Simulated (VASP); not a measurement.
A run of VASP 6.6.1:

Contents of INCAR:

```
  ALGO = Fast
  EDIFF = 1E-6
  ENCUT = 520
  GGA = PS
  ISIF = 2
  ISMEAR = 0
  LASPH = T
  LCHARG = F
  LREAL = F
  LWAVE = F
  NBANDS = 8
  NELM = 60
  PREC = Accurate
  SIGMA = 0.1
```

KPOINTS

```
k-points
0
Gamma
  18 18 18
```

The input POSCAR:

```
Al
1.0
   -1.6064390039      1.6064390039      1.6064390039
    1.6064390039     -1.6064390039      1.6064390039
    1.6064390039      1.6064390039     -1.6064390039
Al
1
Direct
    0.0000000000      0.0000000000      0.0000000000
```

Potentials or basis: VASP PAW PBE potentials, release 64 (Al).

The run is started by

```bash
$ cat potpaw_PBE.64/Al/POTCAR > POTCAR
$ mpirun -np 1 vasp_std > vasp.out
```

Hardware: 1 thread of Intel Xeon 6975P-C, with other jobs on the host.

Question: How long does it take, and how much memory?

Answer: Run time: 9.6 s on 1 thread of Intel Xeon 6975P-C, with other jobs on the host, peak memory 0.15 GiB. Counts: scf iterations 10, k points 195.
